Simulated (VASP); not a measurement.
# HC12 (a cell with a defect) in VASP: a series of runs, part 2 of 2

VASP 6.6.1. The steps go on from the part before.

### 5 Single point, LDA

The input, INCAR:

```
  PREC = Accurate
  ENCUT = 520
  EDIFF = 1E-6
  ISMEAR = 0
  SIGMA = 0.05
  LREAL = False
  LASPH = True
  NELM = 60
  ALGO = Normal
  ISIF = 2
  LWAVE = False
  LCHARG = False
  NELECT = 48.0
  NBANDS = 36
```

The input, KPOINTS:

```
Automatic mesh
0
Gamma
  6 6 6
```

The input, POSCAR:

```
HC12
1.0
    1.7657489870     -3.5314979740     -1.7657489870
    3.5314979740     -1.7657489870      1.7657489870
   -1.7657489870     -3.5314979740      1.7657489870
C H
12 1
Direct
    0.2500000000      1.0000000000      0.2500000000
    0.0833333333      0.3333333333      0.7500000000
    0.9166666667      0.6666666667      0.2500000000
    0.7500000000      1.0000000000      0.7500000000
    0.5833333333      0.3333333333      0.2500000000
    0.4166666667      0.6666666667      0.7500000000
    0.9583333333      0.3333333333      0.1250000000
    0.7916666667      0.6666666667      0.6250000000
    0.6250000000      1.0000000000      0.1250000000
    0.4583333333      0.3333333333      0.6250000000
    0.2916666667      0.6666666667      0.1250000000
    0.1250000000      1.0000000000      0.6250000000
    1.2638888889      0.3888888889      0.3750000000
```

Potentials or basis: VASP PAW LDA potentials, release 64 (C, H).

On the command line:

```sh
$ cat potpaw_LDA.64/C/POTCAR potpaw_LDA.64/H/POTCAR > POTCAR
$ mpirun -np 1 vasp_std > vasp.out
```

OUTCAR:

```text
PREC = Accurate
   ENCUT = 520
   EDIFF = 1E-6
   ISMEAR = 0
   LREAL = False
   LASPH = True
   NELM = 60
   ISIF = 2
   NELECT = 48.0

 ion  position               nearest neighbor table
   1  0.250  0.000  0.250-  11 1.53   9 1.53   7 1.53  12 1.53
   2  0.083  0.333  0.750-  12 1.53   8 1.53  10 1.53   7 1.53
   3  0.917  0.667  0.250-   8 1.53   9 1.53  11 1.53   7 1.53
   4  0.750  0.000  0.750-   8 1.53   9 1.53  10 1.53  12 1.53
   5  0.583  0.333  0.250-  13 1.21   9 1.53  10 1.53  11 1.53   7 1.53
[... 1172 lines left out ...]
 VOLUME and BASIS-vectors are now :
 -----------------------------------------------------------------------------
  energy-cutoff  :      520.00
  volume of cell :       66.06
      direct lattice vectors                 reciprocal lattice vectors
     1.765748987 -3.531497974 -1.765748987     0.047194326 -0.141582978 -0.235971630
     3.531497974 -1.765748987  1.765748987     0.188777304  0.000000000  0.188777304
    -1.765748987 -3.531497974  1.765748987    -0.141582978 -0.141582978  0.141582978

 POSITION                                       TOTAL-FORCE (eV/Angst)
 -----------------------------------------------------------------------------------
      0.00000     -1.76575      0.00000        -0.667401      0.186995     -0.113045
     -0.00000     -3.53150      1.76575        -1.079210      0.067904      0.720499
      3.53150     -5.29725     -0.00000         0.038400      0.990429      0.821674
      0.00000     -5.29725      0.00000         0.105351      0.099270     -0.254561
      1.76575     -3.53150      0.00000         0.624526     -0.664954     -2.171260
      1.76575     -5.29725      1.76575         0.073970      0.253526     -0.280669
      2.64862     -4.41437     -0.88287         0.401325     -0.081441     -0.213105
      2.64862     -6.18012      0.88287        -0.257069      0.017898      0.831940
      0.88287     -2.64862     -0.88287        -0.062493      0.551839     -0.892835
      0.88287     -4.41437      0.88287        -0.755432     -1.842803      0.486018
      2.64862     -2.64862      0.88287         1.730250      0.796562      0.262793
     -0.88287     -2.64862      0.88287        -0.410567     -0.023702      0.174419
      1.17717     -2.94291      0.88287         0.258351     -0.351523      0.628133
 -----------------------------------------------------------------------------------
    total drift:                               -0.000223     -0.000067      0.000189

  FREE ENERGIE OF THE ION-ELECTRON SYSTEM (eV)
  ---------------------------------------------------
  free  energy   TOTEN  =      -131.6098376088 eV

  energy  without entropy=     -131.6098376088  energy(sigma->0) =     -131.60983761
```

OSZICAR:

```text
N       E                     dE             d eps       ncg     rms          rms(c)
DAV:   1     0.998292049433E+02    0.99829E+02   -0.25518E+04  8064   0.131E+03
DAV:   2    -0.127257887161E+03   -0.22709E+03   -0.21404E+03 10456   0.256E+02
DAV:   3    -0.135964220562E+03   -0.87063E+01   -0.86408E+01 10640   0.461E+01
DAV:   4    -0.136059899465E+03   -0.95679E-01   -0.95457E-01 10496   0.537E+00
DAV:   5    -0.136061881143E+03   -0.19817E-02   -0.19798E-02 10332   0.712E-01    0.143E+01
DAV:   6    -0.132826466068E+03    0.32354E+01   -0.22044E+00  9268   0.712E+00    0.827E+00
DAV:   7    -0.131614668722E+03    0.12118E+01   -0.28331E+00  9740   0.800E+00    0.187E+00
DAV:   8    -0.131610150219E+03    0.45185E-02   -0.95462E-02 10096   0.167E+00    0.421E-01
DAV:   9    -0.131609946255E+03    0.20396E-03   -0.56769E-03 10044   0.427E-01    0.832E-02
DAV:  10    -0.131609838763E+03    0.10749E-03   -0.68779E-04  9972   0.132E-01    0.245E-02
DAV:  11    -0.131609838804E+03   -0.40946E-07   -0.25398E-05 10372   0.298E-02    0.149E-02
DAV:  12    -0.131609837465E+03    0.13395E-05   -0.62821E-06  9640   0.134E-02    0.456E-03
DAV:  13    -0.131609837609E+03   -0.14430E-06   -0.62833E-07  6464   0.490E-03
   1 F= -.13160984E+03 E0= -.13160984E+03  d E =-.718917E-13
```

Wall time 5.2 min (1 thread of Intel Xeon 8259CL, shared host); peak memory 0.28 GiB.

What came out:

```yaml
Free_energy: -131.6098 eV
Largest_force: 2.355 eV/Å
```

Forces in eV/Å, atoms in the order of the input:
```
C   -0.667  0.187 -0.113
C   -1.079  0.068  0.720
C    0.038  0.990  0.822
C    0.105  0.099 -0.255
C    0.625 -0.665 -2.171
C    0.074  0.254 -0.281
C    0.401 -0.081 -0.213
C   -0.257  0.018  0.832
C   -0.062  0.552 -0.893
C   -0.755 -1.843  0.486
C    1.730  0.797  0.263
C   -0.411 -0.024  0.174
H    0.258 -0.352  0.628
```

Caveat: the cell carries a net charge on a neutralising background, which shifts energy and pressure; the cell is charged against a uniform background, so pressure and absolute levels hang on convention.

### 6 Single point, LDA

The input, INCAR:

```
SYSTEM = HC12
PREC     = Accurate       ! precision mode
ENCUT    = 520            ! plane-wave cutoff, eV
EDIFF    = 1E-7           ! SCF threshold, eV
ISMEAR   = 0              ! smearing method
SIGMA    = 0.05           ! smearing width, eV
LREAL    = .FALSE.        ! projectors in reciprocal space
LASPH    = .TRUE.         ! aspherical terms in the spheres
NELM     = 80             ! most SCF steps
ALGO     = Normal         ! electronic algorithm
ISIF     = 2              ! what is computed and relaxed
LWAVE    = .FALSE.        ! write WAVECAR
LCHARG   = .TRUE.         ! write CHGCAR
GGA      = CA             ! functional
LELF     = .TRUE.         ! ELF
LVHAR    = .TRUE.       
NBANDS   = 36             ! bands
NELECT   = 48.0
```

The input, KPOINTS:

```
Automatic mesh
0
G
  6 6 6
  0 0 0
```

Edit POSCAR of step 5 so:

```diff
@@ -20,2 +20,2 @@
     0.1250000000      1.0000000000      0.6250000000
-    1.2638888889      0.3888888889      0.3750000000
+    1.1944444444      0.1944444444      0.5000000000
```

Potentials or basis: VASP PAW LDA potentials, release 64 (C, H).

On the command line:

```sh
$ cat potpaw_LDA.64/C/POTCAR potpaw_LDA.64/H/POTCAR > POTCAR
$ mpirun -np 1 vasp_std > vasp.out
```

OUTCAR:

```text
SYSTEM = HC12
   PREC = Accurate
   ENCUT = 520
   EDIFF = 1E-7
   ISMEAR = 0
   LREAL = .FALSE.
   LASPH = .TRUE.
   NELM = 80
   ISIF = 2
   GGA = CA
   NELECT = 48.0

 ion  position               nearest neighbor table
   1  0.250  0.000  0.250-  13 1.36  11 1.53   7 1.53  12 1.53   9 1.53
   2  0.083  0.333  0.750-  13 1.16  12 1.53  10 1.53   7 1.53   8 1.53
   3  0.917  0.667  0.250-   8 1.53   9 1.53  11 1.53   7 1.53
   4  0.750  0.000  0.750-   8 1.53   9 1.53  10 1.53  12 1.53
   5  0.583  0.333  0.250-   9 1.53   7 1.53  10 1.53  11 1.53
   6  0.417  0.667  0.750-   8 1.53  11 1.53  12 1.53  10 1.53
   7  0.958  0.333  0.125-   1 1.53   2 1.53   5 1.53   3 1.53
   8  0.792  0.667  0.625-   4 1.53   3 1.53   2 1.53   6 1.53
   9  0.625  0.000  0.125-   5 1.53   3 1.53   4 1.53   1 1.53
  10  0.458  0.333  0.625-   2 1.53   4 1.53   5 1.53   6 1.53
  11  0.292  0.667  0.125-   1 1.53   3 1.53   5 1.53   6 1.53
  12  0.125  0.000  0.625-  13 1.04   2 1.53   4 1.53   6 1.53   1 1.53
  13  0.194  0.194  0.500-  12 1.04   2 1.16   1 1.36

  LATTYP: Found a base centered monoclinic cell.
 ALAT       =     4.3251840320
 B/A-ratio  =     1.7320508076
 C/A-ratio  =     1.0000000000
 COS(beta)  =    -0.3333333333

  Lattice vectors:

 A1 = (   1.7657489870,   1.7657489870,   3.5314979740)
 A2 = (  -3.5314979740,   1.7657489870,  -1.7657489870)
 A3 = (  -1.7657489870,  -3.5314979740,   1.7657489870)

Analysis of symmetry for initial positions (statically):
=====================================================================
 Subroutine PRICEL returns:
 Original cell was already a primitive cell.

 Routine SETGRP: Setting up the symmetry group for a
 base centered monoclinic supercell.

 Subroutine GETGRP returns: Found  1 space group operations
 (whereof  1 operations were pure point group operations)
 out of a pool of  4 trial point group operations.

The static configuration has the point symmetry C_1 .
[... 165 lines left out ...]
   LRPA    =     F    only Hartree local field effects (RPA)
 non-spin polarized calculation
 Gauss-broadening in eV      SIGMA  =   0.05
  energy-cutoff  :      520.00
  volume of cell :       66.06
 maximum number of plane-waves:      1807
   NGX = 17   NGY = 17   NGZ = 17

 number of electron      47.9999999 magnetization

 Free energy of the ion-electron system (eV)
  ---------------------------------------------------
  ext. energy  EPLUGINS =         0.00000000
  ---------------------------------------------------
  free energy    TOTEN  =      -131.35274046 eV

  energy without entropy =     -131.35274046  energy(sigma->0) =     -131.35274046

 E-fermi :  10.6271     XC(G=0): -13.6484

 val. band max:       10.3519431440   @ k =   0.0000   0.0000   0.0000
 cond. band min:      13.4911614281   @ k =  -0.3333   0.3333   0.3333
 fundamental gap:      3.1392182841
 Fermi energy:        10.6271060067

 k-point     1 :       0.0000    0.0000    0.0000
  band No.  band energies     occupation
      1     -12.2510      2.00000
      2      -6.9890      2.00000
      3      -5.2144      2.00000
      4      -3.9406      2.00000
      5      -3.5153      2.00000
      6      -3.4138      2.00000
[... 925 lines left out ...]
     35      19.6372      0.00000
     36      20.7295      0.00000

 [... further k-points ...]

------------------------ aborting loop because EDIFF is reached ----------------------------------------

  FORCE on cell =-STRESS in cart. coord.  units (eV):
  Direction    XX          YY          ZZ          XY          YZ          ZX
  --------------------------------------------------------------------------------------
  -------------------------------------------------------------------------------------
  Total       -4.9641249     -6.6966508     -6.5512620     -1.0062602     -2.9823378      0.0822355
  in kB     -120.3885374   -162.4052604   -158.8793328    -24.4035335    -72.3268032      1.9943518
  external PRESSURE =    -147.2243769 kB  Pullay stress =       0.0000000 kB

 VOLUME and BASIS-vectors are now :
 -----------------------------------------------------------------------------
  energy-cutoff  :      520.00
  volume of cell :       66.06
      direct lattice vectors                 reciprocal lattice vectors
     1.765748987 -3.531497974 -1.765748987     0.047194326 -0.141582978 -0.235971630
     3.531497974 -1.765748987  1.765748987     0.188777304  0.000000000  0.188777304
    -1.765748987 -3.531497974  1.765748987    -0.141582978 -0.141582978  0.141582978

 POSITION                                       TOTAL-FORCE (eV/Angst)
 -----------------------------------------------------------------------------------
      0.00000     -1.76575      0.00000         0.821983      2.324597     -2.124742
     -0.00000     -3.53150      1.76575         0.915985     -3.440620      3.937662
      3.53150     -5.29725     -0.00000         0.433044      0.250774     -0.096384
      0.00000     -5.29725      0.00000         0.085041      0.190552      0.543807
      1.76575     -3.53150      0.00000         0.437628      0.027146     -0.228521
      1.76575     -5.29725      1.76575         0.162922     -0.510553      0.089296
      2.64862     -4.41437     -0.88287        -0.568898      0.244447      0.130919
      2.64862     -6.18012      0.88287         0.299217      0.228960      0.190475
      0.88287     -2.64862     -0.88287         0.258174     -0.300007     -0.527604
      0.88287     -4.41437      0.88287         0.621983     -0.650480     -0.187142
      2.64862     -2.64862      0.88287        -0.281784     -0.038533      0.185279
     -0.88287     -2.64862      0.88287        -7.536098      1.268341     -0.622538
      0.14715     -2.79577      0.88287         4.350803      0.405375     -1.290507
 -----------------------------------------------------------------------------------
    total drift:                                0.000144      0.000001     -0.000003

  FREE ENERGIE OF THE ION-ELECTRON SYSTEM (eV)
  ---------------------------------------------------
  free  energy   TOTEN  =      -131.3527404628 eV

  energy  without entropy=     -131.3527404628  energy(sigma->0) =     -131.35274046
```

OSZICAR:

```text
N       E                     dE             d eps       ncg     rms          rms(c)
DAV:   1     0.101968015378E+03    0.10197E+03   -0.25559E+04  8064   0.131E+03
DAV:   2    -0.127045782541E+03   -0.22901E+03   -0.21643E+03 10476   0.258E+02
DAV:   3    -0.135766246922E+03   -0.87205E+01   -0.86588E+01 10700   0.462E+01
DAV:   4    -0.135860878366E+03   -0.94631E-01   -0.94405E-01 10536   0.537E+00
DAV:   5    -0.135862818757E+03   -0.19404E-02   -0.19387E-02 10332   0.703E-01    0.145E+01
DAV:   6    -0.132627056200E+03    0.32358E+01   -0.21633E+00  9400   0.692E+00    0.846E+00
DAV:   7    -0.131356511093E+03    0.12705E+01   -0.29591E+00  9644   0.809E+00    0.178E+00
DAV:   8    -0.131353366632E+03    0.31445E-02   -0.91717E-02 10068   0.158E+00    0.266E-01
DAV:   9    -0.131352826842E+03    0.53979E-03   -0.57850E-03 10084   0.440E-01    0.781E-02
DAV:  10    -0.131352743666E+03    0.83176E-04   -0.65730E-04  9984   0.132E-01    0.223E-02
DAV:  11    -0.131352741867E+03    0.17992E-05   -0.28840E-05 10188   0.343E-02    0.156E-02
DAV:  12    -0.131352740492E+03    0.13743E-05   -0.90554E-06 10064   0.157E-02    0.295E-03
DAV:  13    -0.131352740463E+03    0.29513E-07   -0.28481E-07  8712   0.331E-03
   1 F= -.13135274E+03 E0= -.13135274E+03  d E =-.918265E-17
```

Wall time 1.8 min (1 thread of Intel Xeon Platinum 8488C (Sapphire Rapids), shared host); peak memory 0.28 GiB.

What came out:

```
Free energy   : -131.3527 eV
Largest force : 7.667 eV/Å
```

Forces on the atoms (eV/Å):
```
C    0.822  2.325 -2.125
C    0.916 -3.441  3.938
C    0.433  0.251 -0.096
C    0.085  0.191  0.544
C    0.438  0.027 -0.229
C    0.163 -0.511  0.089
C   -0.569  0.244  0.131
C    0.299  0.229  0.190
C    0.258 -0.300 -0.528
C    0.622 -0.650 -0.187
C   -0.282 -0.039  0.185
C   -7.536  1.268 -0.623
H    4.351  0.405 -1.291
```

Caveat: the cell carries a net charge on a neutralising background, which shifts energy and pressure; the cell is charged against a uniform background, so pressure and absolute levels hang on convention.
